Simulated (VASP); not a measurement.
# Hf2S (P6_3/mmc) in VASP: notebook

The runs below take Hf2S through single point, with PBEsol.

All numbers are computed with VASP 6.6.1; they aren't measurements. Logs are shortened: lines on timing, memory, paths and dates and some standing lists are left out, and cuts for length are marked.

**1. The cell of the first run**

The structure is hexagonal, space group P6_3/mmc (No. 194). The conventional cell has a = 3.374 Å, b = 3.374 Å, c = 11.717 Å, α = 90.00°, β = 90.00°, γ = 120.00°. Hf (site symmetry 3m) has 3 S at 2.62 Å and 9 Hf at 3.05 to 3.37 Å within 3.5 Å. S (site symmetry -6m2) has 6 Hf at 2.62 Å and 6 S at 3.37 Å within 3.5 Å.

**2. Single point, PBEsol**

The input, INCAR:

```
SYSTEM = Hf2S
PREC     = Accurate       ! precision mode
ENCUT    = 520            ! plane-wave cutoff, eV
EDIFF    = 1E-7           ! SCF threshold, eV
ISMEAR   = 0              ! smearing method
SIGMA    = 0.1            ! smearing width, eV
LREAL    = .False.        ! projectors in reciprocal space
LASPH    = .True.         ! aspherical terms in the spheres
NELM     = 80             ! most SCF steps
ALGO     = Normal         ! electronic algorithm
ISIF     = 2              ! what is computed and relaxed
LWAVE    = .False.        ! write WAVECAR
LCHARG   = .True.         ! write CHGCAR
GGA      = PS             ! functional
LELF     = .True.         ! ELF
LVHAR    = .True.       
NBANDS   = 35             ! bands
```

The input, KPOINTS:

```
regular mesh
0
Gamma
  12 12 4
  0 0 0
```

The input, POSCAR:

```
Hf2S
1.0
    3.3742737662      0.0000000000      0.0000000000
   -1.6871368831      2.9222068008      0.0000000000
    0.0000000000      0.0000000000     11.7174070300
Hf S
4 2
Direct
    0.6666666667      0.3333333333      0.8998116400
    0.3333333333      0.6666666667      0.3998116400
    0.6666666667      0.3333333333      0.6001883600
    0.3333333333      0.6666666667      0.1001883600
    0.0000000000      0.0000000000      0.7500000000
    0.0000000000      0.0000000000      0.2500000000
```

Potentials or basis: VASP PAW PBE potentials, release 64 (Hf_pv, S).

The run is started by

```bash
cat potpaw_PBE.64/Hf_pv/POTCAR potpaw_PBE.64/S/POTCAR > POTCAR
mpirun -np 1 vasp_std > vasp.out
```

OUTCAR:

```text
SYSTEM = Hf2S
   PREC = Accurate
   ENCUT = 520
   EDIFF = 1E-7
   ISMEAR = 0
   LREAL = .False.
   LASPH = .True.
   NELM = 80
   ISIF = 2
   GGA = PS

 ion  position               nearest neighbor table
   1  0.667  0.333  0.900-   5 2.62   5 2.62   5 2.62   4 3.05   4 3.05   4 3.05   3 3.51
   2  0.333  0.667  0.400-   6 2.62   6 2.62   6 2.62   3 3.05   3 3.05   3 3.05   4 3.51
   3  0.667  0.333  0.600-   5 2.62   5 2.62   5 2.62   2 3.05   2 3.05   2 3.05   1 3.51
   4  0.333  0.667  0.100-   6 2.62   6 2.62   6 2.62   1 3.05   1 3.05   1 3.05   2 3.51
   5  0.000  0.000  0.750-   1 2.62   3 2.62   1 2.62   3 2.62   1 2.62   3 2.62
   6  0.000  0.000  0.250-   2 2.62   4 2.62   2 2.62   4 2.62   2 2.62   4 2.62

  LATTYP: Found a hexagonal cell.
 ALAT       =     3.3742737662
 C/A-ratio  =     3.4725715345

  Lattice vectors:

 A1 = (   3.3742737662,   0.0000000000,   0.0000000000)
 A2 = (  -1.6871368831,   2.9222068008,   0.0000000000)
 A3 = (   0.0000000000,   0.0000000000,  11.7174070300)

Analysis of symmetry for initial positions (statically):
=====================================================================
 Subroutine PRICEL returns:
 Original cell was already a primitive cell.

 Routine SETGRP: Setting up the symmetry group for a
 hexagonal supercell.

 Subroutine GETGRP returns: Found 24 space group operations
 (whereof 12 operations were pure point group operations)
 out of a pool of 24 trial point group operations.

The static configuration has the point symmetry D_3d.
 The point group associated with its full space group is D_6h.

Analysis of symmetry for dynamics (positions and initial velocities):
=====================================================================
 Subroutine PRICEL returns:
 Original cell was already a primitive cell.

 Routine SETGRP: Setting up the symmetry group for a
 hexagonal supercell.

 Subroutine GETGRP returns: Found 24 space group operations
 (whereof 12 operations were pure point group operations)
 out of a pool of 24 trial point group operations.

The dynamic configuration has the point symmetry D_3d.
 The point group associated with its full space group is D_6h.

 Subroutine INISYM returns: Found 24 space group operations
 (whereof 12 operations are pure point group operations),
 and found     1 'primitive' translations

----------------------------------------------------------------------------------------

                                     Primitive cell

  volume of cell :     115.5375

  direct lattice vectors                    reciprocal lattice vectors
     3.374273766  0.000000000  0.000000000     0.296360067  0.171103565  0.000000000
    -1.687136883  2.922206801  0.000000000     0.000000000  0.342207129  0.000000000
     0.000000000  0.000000000 11.717407030     0.000000000  0.000000000  0.085343114

  length of vectors
     3.374273766  3.374273766 11.717407030     0.342207129  0.342207129  0.085343114

  position of ions in fractional coordinates (direct lattice)
     0.666666667  0.333333333  0.899811640
     0.333333333  0.666666667  0.399811640
     0.666666667  0.333333333  0.600188360
     0.333333333  0.666666667  0.100188360
     0.000000000  0.000000000  0.750000000
     0.000000000  0.000000000  0.250000000

  ion indices of the primitive-cell ions
   primitive index   ion index
                 1           1
                 2           2
                 3           3
                 4           4
                 5           5
                 6           6

----------------------------------------------------------------------------------------

 KPOINTS: regular mesh

Automatic generation of k-mesh.
 Grid dimensions read from file:
 generate k-points for:   12   12    4

 Generating k-lattice:

  Cartesian coordinates                     Fractional coordinates (reciprocal lattice)
     0.024696672  0.014258630  0.000000000     0.083333333 -0.000000000  0.000000000
     0.000000000  0.028517261  0.000000000     0.000000000  0.083333333  0.000000000
     0.000000000  0.000000000  0.021335778     0.000000000  0.000000000  0.250000000

  Length of vectors
     0.028517261  0.028517261  0.021335778

  Shift w.r.t. Gamma in fractional coordinates (k-lattice)
     0.000000000  0.000000000  0.000000000

 Subroutine IBZKPT returns following result:
 ===========================================

 Found     57 irreducible k-points:

 Following reciprocal coordinates:
            Coordinates               Weight
  0.000000  0.000000  0.000000      1.000000
  0.083333  0.000000  0.000000      6.000000
  0.166667 -0.000000  0.000000      6.000000
  0.250000 -0.000000  0.000000      6.000000
  0.333333 -0.000000  0.000000      6.000000
  0.416667 -0.000000  0.000000      6.000000
[... 16 lines left out ...]
  0.250000 -0.000000  0.250000     12.000000
  0.333333 -0.000000  0.250000     12.000000
 [... further k-points ...]
   k-points           NKPTS =     57   k-points in BZ     NKDIM =     57   number of bands    NBANDS=     35
   number of dos      NEDOS =    301   number of ions     NIONS =      6
   total plane-waves  NPLWV =  70560
   dimension x,y,z NGX =    28 NGY =   28 NGZ =   90
   dimension x,y,z NGXF=    56 NGYF=   56 NGZF=  180
   ions per type =               4   2
   NGX,Y,Z   is equivalent  to a cutoff of  13.80, 13.80, 12.77 a.u.
   NGXF,Y,Z  is equivalent  to a cutoff of  27.59, 27.59, 25.54 a.u.
 SYSTEM =  Hf2S
   PREC   = accura    normal or accurate (medium, high low for compatibility)
   ISTART =      0    job   : 0-new  1-cont  2-samecut
   ICHARG =      2    charge: 1-file 2-atom 10-const
   ISPIN  =      1    spin polarized calculation?
   LNONCOLLINEAR =      F non collinear calculations
   LSORBIT =      F    spin-orbit coupling
   LASPH  =      T    aspherical Exc in radial PAW
   ENCUT  =  520.0 eV  38.22 Ry    6.18 a.u.   6.27  6.27 21.79*2*pi/ulx,y,z
   NELM   =     80;   NELMIN=  2; NELMDL= -5     # of ELM steps
   EDIFF  = 0.1E-06   stopping-criterion for ELM
   LREAL  =      F    real-space projection
   EDIFFG = 0.1E-05   stopping-criterion for IOM
   NSW    =      0    number of steps for IOM
   IBRION =     -1    ionic relax: 0-MD 1-quasi-New 2-CG
   NFREE  =      0    steps in history (QN), initial steepest desc. (CG)
   ISIF   =      2    stress and relaxation
   ISYM   =      2    0-nonsym 1-usesym 2-fastsym
   POTIM  = 0.5000    time-step for ionic-motion
   TEBEG  =    0.0;   TEEND  =   0.0 temperature during run
   PSTRESS=    0.0 pullay stress
   NELECT =      52.0000    total number of electrons
   NUPDOWN=      -1.0000    fix difference up-down
   EMIN   =  10.00;   EMAX   =-10.00  energy-range for DOS
   EFERMI =   0.00;   METHOD = LEGACY
   ISMEAR =     0;   SIGMA  =   0.10  broadening in eV -4-tet -1-fermi 0-gaus
   EFERMI_NEDOS =   21; number of points for ismear=-14 and -15
   IALGO  =     38    algorithm
   IMIX   =      4    mixing-type and parameters
     AMIX     =   0.40;   BMIX     =  1.00
     AMIX_MAG =   1.60;   BMIX_MAG =  1.00
  volume/ion in A,a.u.               =      19.26       129.95
  Fermi-wavevector in a.u.,A,eV,Ry     =   1.254590  2.370831 21.415503  1.573995
  Thomas-Fermi vector in A             =   2.388387
   LORBIT       =      0    0 simple, 1 ext, 2 COOP (PROOUT), +10 PAW based schemes
   GGA     = PS    functional components
   LHFCALC =     F    Hartree Fock is set to
   AEXX    =    0.0000 exact exchange contribution
   IVDW    =     0    specifies the selected vdW correction
   LEPSILON=     F    determine dielectric tensor
   LRPA    =     F    only Hartree local field effects (RPA)
 non-spin polarized calculation
 Gauss-broadening in eV      SIGMA  =   0.10
  energy-cutoff  :      520.00
  volume of cell :      115.54
 maximum number of plane-waves:      3142
 NGX is ok and might be reduce to    28
   NGX = 13   NGY = 13   NGZ = 43

 number of electron      52.0000002 magnetization

 Free energy of the ion-electron system (eV)
  ---------------------------------------------------
  ext. energy  EPLUGINS =         0.00000000
  ---------------------------------------------------
  free energy    TOTEN  =       -57.42576574 eV

  energy without entropy =      -57.41064692  energy(sigma->0) =      -57.41820633

 E-fermi :   6.3004     XC(G=0): -11.5091

 val. band max:        6.2789856344   @ k =   0.3333  -0.0000   0.2500
 cond. band min:       6.3072647759   @ k =   0.0833   0.0833   0.2500
 fundamental gap:      0.0282791415
 Fermi energy:         6.3004301927

 k-point     1 :       0.0000    0.0000    0.0000
  band No.  band energies     occupation
      1     -24.9622      2.00000
      2     -24.8452      2.00000
      3     -24.5051      2.00000
      4     -24.4280      2.00000
      5     -24.4280      2.00000
      6     -24.4187      2.00000
[... 27 lines left out ...]
     34       8.8762      0.00000
     35       9.0790      0.00000

 k-point     2 :       0.0833    0.0000    0.0000
  band No.  band energies     occupation
      1     -24.9523      2.00000
      2     -24.8377      2.00000
      3     -24.5366      2.00000
      4     -24.4656      2.00000
      5     -24.4360      2.00000
      6     -24.4267      2.00000
[... 27 lines left out ...]
     34       8.7520      0.00000
     35       8.9304      0.00000

 k-point     3 :       0.1667   -0.0000    0.0000
  band No.  band energies     occupation
      1     -24.9256      2.00000
      2     -24.8184      2.00000
      3     -24.6081      2.00000
      4     -24.5497      2.00000
      5     -24.4575      2.00000
      6     -24.4478      2.00000
[... 27 lines left out ...]
     34       8.8231      0.00000
     35       8.8591      0.00000
[... 723 lines left out ...]
 k-point    23 :       0.2500   -0.0000    0.2500
  band No.  band energies     occupation
      1     -24.8812      2.00000
      2     -24.8167      2.00000
      3     -24.6849      2.00000
      4     -24.6516      2.00000
      5     -24.4934      2.00000
      6     -24.4844      2.00000
[... 27 lines left out ...]
     34       8.9844      0.00000
     35       9.1817      0.00000

 k-point    24 :       0.3333   -0.0000    0.2500
  band No.  band energies     occupation
      1     -24.8601      2.00000
      2     -24.8101      2.00000
      3     -24.7685      2.00000
      4     -24.7403      2.00000
      5     -24.5472      2.00000
      6     -24.5127      2.00000
[... 27 lines left out ...]
     34       9.3312      0.00000
     35       9.7610      0.00000

 [... further k-points ...]

------------------------ aborting loop because EDIFF is reached ----------------------------------------

  FORCE on cell =-STRESS in cart. coord.  units (eV):
  Direction    XX          YY          ZZ          XY          YZ          ZX
  --------------------------------------------------------------------------------------
  -------------------------------------------------------------------------------------
  Total       -2.4759409     -2.4759409     -2.1706751      0.0000000      0.0000000      0.0000000
  in kB      -34.3342902    -34.3342902    -30.1011183      0.0000000      0.0000000      0.0000000
  external PRESSURE =     -32.9232329 kB  Pullay stress =       0.0000000 kB

 VOLUME and BASIS-vectors are now :
 -----------------------------------------------------------------------------
  energy-cutoff  :      520.00
  volume of cell :      115.54
      direct lattice vectors                 reciprocal lattice vectors
     3.374273766  0.000000000  0.000000000     0.296360067  0.171103565  0.000000000
    -1.687136883  2.922206801  0.000000000     0.000000000  0.342207129  0.000000000
     0.000000000  0.000000000 11.717407030     0.000000000  0.000000000  0.085343114

 POSITION                                       TOTAL-FORCE (eV/Angst)
 -----------------------------------------------------------------------------------
      1.68714      0.97407     10.54346        -0.000000      0.000000     -0.202272
     -0.00000      1.94814      4.68476        -0.000000     -0.000000     -0.202272
      1.68714      0.97407      7.03265         0.000000      0.000000      0.202272
     -0.00000      1.94814      1.17395         0.000000     -0.000000      0.202272
      0.00000      0.00000      8.78806         0.000000      0.000000      0.000000
      0.00000      0.00000      2.92935        -0.000000     -0.000000      0.000000
 -----------------------------------------------------------------------------------
    total drift:                                0.000000      0.000000     -0.000000

  FREE ENERGIE OF THE ION-ELECTRON SYSTEM (eV)
  ---------------------------------------------------
  free  energy   TOTEN  =       -57.4257657386 eV

  energy  without entropy=      -57.4106469180  energy(sigma->0) =      -57.41820633
```

Run time: 2 min. Hardware: 1 thread of Intel Xeon 6975P-C (Granite Rapids), shared host; peak memory 0.36 GiB.

Results:

- Free energy: -57.4258 eV
- Pressure: -3.3 GPa
- Largest force: 0.202 eV/Å
- Band gap on the k mesh: zero (band 26 reaches 6.72 eV, above the bottom of band 27 at 5.80 eV)

Forces in eV/Å, atoms in the order of the input:
```
Hf   0.000  0.000 -0.202
Hf   0.000  0.000 -0.202
Hf   0.000  0.000  0.202
Hf   0.000  0.000  0.202
S    0.000  0.000  0.000
S    0.000  0.000  0.000
```

Stress tensor (GPa, compression positive):
```
-3.43  0.00  0.00
 0.00 -3.43  0.00
 0.00  0.00 -3.01
```

Levels at points of the mesh, in eV from the Fermi level:
```csv
k point,band 24,band 25,band 26,band 27,band 28,band 29
"(0.00, 0.00, 0.00)",-0.16,-0.06,0.42,0.42,0.52,0.52
"(0.50, 0.00, 0.00)",-1.34,-1.23,-0.77,-0.50,0.80,1.03
"(0.00, 0.00, 0.50)",-1.18,0.36,0.36,0.36,0.36,1.38
"(0.50, 0.00, 0.50)",-1.77,-1.03,-1.03,0.33,0.33,1.36
```

Caveat: the PAW data sets were made with another functional, which shifts forces and pressure a little; spin-orbit coupling is left out, which moves the levels of the heavy elements.

**3. Single point, PBEsol**

The input, INCAR:

```
PREC = Accurate
ENCUT = 520
EDIFF = 1E-7
ISMEAR = 0
SIGMA = 0.1
LREAL = F
LASPH = T
NELM = 60
ALGO = Normal
ISIF = 2
LWAVE = F
LCHARG = F
GGA = PS
NBANDS = 35
```

The input, KPOINTS:

```
regular mesh
0
Gamma
  12 12 4
```

POSCAR is that of step 2.

Potentials or basis: VASP PAW PBE potentials, release 64 (Hf_pv, S).

The run is started by

```bash
cat potpaw_PBE.64/Hf_pv/POTCAR potpaw_PBE.64/S/POTCAR > POTCAR
mpirun -np 1 vasp_std > vasp.out
```

OUTCAR:

```text
PREC = Accurate
   ENCUT = 520
   EDIFF = 1E-7
   ISMEAR = 0
   LREAL = F
   LASPH = T
   NELM = 60
   ISIF = 2
   GGA = PS

 ion  position               nearest neighbor table
   1  0.667  0.333  0.900-   5 2.62   5 2.62   5 2.62   4 3.05   4 3.05   4 3.05   3 3.51
   2  0.333  0.667  0.400-   6 2.62   6 2.62   6 2.62   3 3.05   3 3.05   3 3.05   4 3.51
   3  0.667  0.333  0.600-   5 2.62   5 2.62   5 2.62   2 3.05   2 3.05   2 3.05   1 3.51
   4  0.333  0.667  0.100-   6 2.62   6 2.62   6 2.62   1 3.05   1 3.05   1 3.05   2 3.51
   5  0.000  0.000  0.750-   1 2.62   3 2.62   1 2.62   3 2.62   1 2.62   3 2.62
   6  0.000  0.000  0.250-   2 2.62   4 2.62   2 2.62   4 2.62   2 2.62   4 2.62

  LATTYP: Found a hexagonal cell.
[... 1121 lines left out ...]
  Total       -2.4759409     -2.4759409     -2.1706751      0.0000000      0.0000000      0.0000000
  in kB      -34.3342902    -34.3342902    -30.1011183      0.0000000      0.0000000      0.0000000
  external PRESSURE =     -32.9232329 kB  Pullay stress =       0.0000000 kB

 VOLUME and BASIS-vectors are now :
 -----------------------------------------------------------------------------
  energy-cutoff  :      520.00
  volume of cell :      115.54
      direct lattice vectors                 reciprocal lattice vectors
     3.374273766  0.000000000  0.000000000     0.296360067  0.171103565  0.000000000
    -1.687136883  2.922206801  0.000000000     0.000000000  0.342207129  0.000000000
     0.000000000  0.000000000 11.717407030     0.000000000  0.000000000  0.085343114

 POSITION                                       TOTAL-FORCE (eV/Angst)
 -----------------------------------------------------------------------------------
      1.68714      0.97407     10.54346        -0.000000      0.000000     -0.202272
     -0.00000      1.94814      4.68476        -0.000000     -0.000000     -0.202272
      1.68714      0.97407      7.03265         0.000000      0.000000      0.202272
     -0.00000      1.94814      1.17395         0.000000     -0.000000      0.202272
      0.00000      0.00000      8.78806         0.000000      0.000000      0.000000
      0.00000      0.00000      2.92935        -0.000000     -0.000000      0.000000
 -----------------------------------------------------------------------------------
    total drift:                                0.000000      0.000000     -0.000000

  FREE ENERGIE OF THE ION-ELECTRON SYSTEM (eV)
  ---------------------------------------------------
  free  energy   TOTEN  =       -57.4257657386 eV

  energy  without entropy=      -57.4106469180  energy(sigma->0) =      -57.41820633
```

stdout:

```text
POSCAR found type information on POSCAR HfS
 POSCAR found :  2 types and       6 ions
 scaLAPACK will be used
 -----------------------------------------------------------------------------
|                                                                             |
|                                                                             |
|     You enforced a specific xc type in the INCAR file but a different       |
|     I HOPE YOU KNOW WHAT YOU ARE DOING!                                     |
|                                                                             |
 -----------------------------------------------------------------------------

 LDA part: xc-table for (Slater+PW92), standard interpolation
 POSCAR, INCAR and KPOINTS ok, starting setup
 FFT: planning ... GRIDC
 FFT: planning ... GRID_SOFT
 FFT: planning ... GRID
 WAVECAR not read
 entering main loop
```

Wall time 2 min (1 thread of Intel Xeon 6975P-C (Granite Rapids), shared host); peak memory 0.36 GiB.

What came out:

- Free energy: -57.4258 eV
- Pressure: -3.3 GPa
- Largest force: 0.202 eV/Å
- Band gap on the k mesh: zero (band 26 reaches 6.72 eV, above the bottom of band 27 at 5.80 eV)

Forces on the atoms (eV/Å):
```
Hf   0.000  0.000 -0.202
Hf   0.000  0.000 -0.202
Hf   0.000  0.000  0.202
Hf   0.000  0.000  0.202
S    0.000  0.000  0.000
S    0.000  0.000  0.000
```

Caveat: the PAW data sets were made with another functional, which shifts forces and pressure a little; spin-orbit coupling is left out, which moves the levels of the heavy elements.
